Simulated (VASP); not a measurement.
# Rb (Im-3m) in VASP: further runs, part 2 of 2

VASP 6.6.1. The steps go on from the part before.

### 3 Single point, r2SCAN

The input, POSCAR:

```
Rb
1.0
   -2.8677202310      2.8677202310      2.8677202310
    2.8677202310     -2.8677202310      2.8677202310
    2.8677202310      2.8677202310     -2.8677202310
Rb
1
Direct
    0.0000000000      0.0000000000      0.0000000000
```

The input, INCAR.step1:

```
PREC     = Accurate       # precision mode
ENCUT    = 520            # plane-wave cutoff, eV
ISMEAR   = 1              # smearing method
SIGMA    = 0.1            # smearing width, eV
LREAL    = F              # projectors in reciprocal space
LASPH    = T              # aspherical terms in the spheres
NELM     = 100            # most SCF steps
NBANDS   = 10             # bands
GGA      = PE             # functional
ALGO     = Normal         # electronic algorithm
EDIFF    = 1E-4           # SCF threshold, eV
LWAVE    = T              # write WAVECAR
LCHARG   = F              # write CHGCAR
```

The input, INCAR.step2:

```
PREC     = Accurate       # precision mode
ENCUT    = 520            # plane-wave cutoff, eV
EDIFF    = 1E-7           # SCF threshold, eV
ISMEAR   = 1              # smearing method
SIGMA    = 0.1            # smearing width, eV
LREAL    = F              # projectors in reciprocal space
LASPH    = T              # aspherical terms in the spheres
NELM     = 100            # most SCF steps
ALGO     = Normal         # electronic algorithm
ISIF     = 2              # what is computed and relaxed
LWAVE    = F              # write WAVECAR
LCHARG   = F              # write CHGCAR
METAGGA  = R2SCAN         # meta-GGA
LMIXTAU  = T            
NBANDS   = 10             # bands
ISTART   = 1
```

The input, KPOINTS:

```
regular mesh
0
Gamma
  8 8 8
```

Potentials or basis: VASP PAW PBE potentials, release 64 (Rb_sv).

Run with:

```
$ cat potpaw_PBE.64/Rb_sv/POTCAR > POTCAR
$ cp INCAR.step1 INCAR
$ mpirun -np 1 vasp_std > vasp.out
$ cp INCAR.step2 INCAR
$ mpirun -np 1 vasp_std > vasp.out
```

Run time: 4.5 min. Hardware: 1 thread of Intel Xeon 8259CL, shared host; peak memory 0.25 GiB.

It converged, with:

```
Free energy            : -13.9122 eV
Pressure               : 0.0 GPa
Band gap on the k mesh : zero (an odd number of electrons rules out a gap without spin polarisation)
```

Levels at points of the mesh, in eV from the Fermi level:
```
           k point  band 1  band 2  band 3  band 4  band 5  band 6  band 7  band 8  band 9
(0.00, 0.00, 0.00)  -30.15  -13.64  -13.64  -13.64   -2.10    4.03    4.03    4.03    4.99
(0.50, 0.00, 0.00)  -30.14  -13.73  -13.67  -13.64    0.31    0.64    2.81    4.67    5.37
(0.50, 0.50, 0.50)  -30.14  -13.70  -13.70  -13.70    1.29    1.29    3.37    3.37    3.37
```

Caveat: the PAW data sets were made with another functional, which shifts forces and pressure a little.

### 4 Single point, r2SCAN

POSCAR is that of step 3.

The input, INCAR.step1:

```
SYSTEM = Rb
  ALGO = Normal
  EDIFF = 1E-4
  ENCUT = 520
  GGA = PE
  ISMEAR = 1
  LASPH = .TRUE.
  LCHARG = .FALSE.
  LREAL = .FALSE.
  LWAVE = .TRUE.
  NBANDS = 10
  NELM = 60
  PREC = Accurate
  SIGMA = 0.2
```

The input, INCAR.step2:

```
SYSTEM = Rb
  ALGO = Normal
  EDIFF = 1E-6
  ENCUT = 520
  ISIF = 2
  ISMEAR = 1
  ISTART = 1
  LASPH = .TRUE.
  LCHARG = .FALSE.
  LMIXTAU = .TRUE.
  LREAL = .FALSE.
  LWAVE = .FALSE.
  METAGGA = R2SCAN
  NBANDS = 10
  NELM = 60
  PREC = Accurate
  SIGMA = 0.2
```

The input, KPOINTS:

```
k-points
0
G
  8 8 8
  0 0 0
```

Potentials or basis: VASP PAW PBE potentials, release 64 (Rb_sv).

Run with:

```
$ cat potpaw_PBE.64/Rb_sv/POTCAR > POTCAR
$ cp INCAR.step1 INCAR
$ mpirun -np 1 vasp_std > vasp.out
$ cp INCAR.step2 INCAR
$ mpirun -np 1 vasp_std > vasp.out
```

OUTCAR:

```text
SYSTEM = Rb
   EDIFF = 1E-6
   ENCUT = 520
   ISIF = 2
   ISMEAR = 1
   ISTART = 1
   LASPH = .TRUE.
   LREAL = .FALSE.
   METAGGA = R2SCAN
   NELM = 60
   PREC = Accurate

 ion  position               nearest neighbor table
   1  0.000  0.000  0.000-

  LATTYP: Found a body centered cubic cell.
 ALAT       =     5.7354404620

  Lattice vectors:

 A1 = (  -2.8677202310,   2.8677202310,   2.8677202310)
 A2 = (   2.8677202310,  -2.8677202310,   2.8677202310)
[... 492 lines left out ...]
     10       5.5774      0.00000

 [... further k-points ...]

------------------------ aborting loop because EDIFF is reached ----------------------------------------

  FORCE on cell =-STRESS in cart. coord.  units (eV):
  Direction    XX          YY          ZZ          XY          YZ          ZX
  --------------------------------------------------------------------------------------
  -------------------------------------------------------------------------------------
  Total        0.0152704      0.0152704      0.0152704      0.0000000      0.0000000      0.0000000
  in kB        0.2593528      0.2593528      0.2593528      0.0000000      0.0000000      0.0000000
  external PRESSURE =       0.2593528 kB  Pullay stress =       0.0000000 kB

 VOLUME and BASIS-vectors are now :
 -----------------------------------------------------------------------------
  energy-cutoff  :      520.00
  volume of cell :       94.33
      direct lattice vectors                 reciprocal lattice vectors
    -2.867720231  2.867720231  2.867720231     0.000000000  0.174354525  0.174354525
     2.867720231 -2.867720231  2.867720231     0.174354525  0.000000000  0.174354525
     2.867720231  2.867720231 -2.867720231     0.174354525  0.174354525  0.000000000

 POSITION                                       TOTAL-FORCE (eV/Angst)
 -----------------------------------------------------------------------------------
      0.00000      0.00000      0.00000         0.000000      0.000000     -0.000000
 -----------------------------------------------------------------------------------
    total drift:                                0.000000      0.000000     -0.000000

  FREE ENERGIE OF THE ION-ELECTRON SYSTEM (eV)
  ---------------------------------------------------
  free  energy   TOTEN  =       -13.9139857690 eV

  energy  without entropy=      -13.9099199436  energy(sigma->0) =      -13.91263049
```

OSZICAR.step1:

```text
N       E                     dE             d eps       ncg     rms          rms(c)
DAV:   1     0.428215391949E+02    0.42822E+02   -0.32578E+03   580   0.644E+02
DAV:   2     0.201091155421E+01   -0.40811E+02   -0.39830E+02   646   0.120E+02
DAV:   3    -0.806057556248E+00   -0.28170E+01   -0.28119E+01   818   0.322E+01
DAV:   4    -0.926942094481E+00   -0.12088E+00   -0.12086E+00   776   0.574E+00
DAV:   5    -0.928866302059E+00   -0.19242E-02   -0.19242E-02   810   0.725E-01    0.117E+00
DAV:   6    -0.929606099580E+00   -0.73980E-03   -0.22028E-03   808   0.259E-01    0.703E-01
DAV:   7    -0.930604319511E+00   -0.99822E-03   -0.29518E-03   670   0.313E-01    0.454E-02
DAV:   8    -0.930725794149E+00   -0.12147E-03   -0.10490E-04   666   0.781E-02    0.226E-02
DAV:   9    -0.930741074367E+00   -0.15280E-04   -0.14660E-05   338   0.311E-02
   1 F= -.93074107E+00 E0= -.92935742E+00  d E =-.415096E-02
```

It took 3.9 min on 1 thread of Intel Xeon 8259CL, shared host; peak memory 0.26 GiB.

What came out:

| Property | Result |
| --- | --- |
| Free energy | -13.9140 eV |
| Pressure | 0.0 GPa |
| Band gap on the k mesh | zero (an odd number of electrons rules out a gap without spin polarisation) |

Caveat: the PAW data sets were made with another functional, which shifts forces and pressure a little.

### 5 The runs side by side

| smearing | gap on the mesh (eV) | pressure (GPa) |
| --- | --- | --- |
| methfessel-paxton 0.03 eV | none | 0.0 |
| methfessel-paxton 0.1 eV | none | 0.0 |
| methfessel-paxton 0.2 eV | none | 0.0 |

Alike in all rows: task single point; level r2SCAN; potentials or basis VASP PAW PBE potentials, release 64 (Rb_sv); no spin polarisation; cell as given; k mesh 8 × 8 × 8; cutoff (eV) 520.

Caveats: the PAW data sets were made with another functional, which shifts forces and pressure a little.

Absolute energies hang on the potentials; compare differences alone.
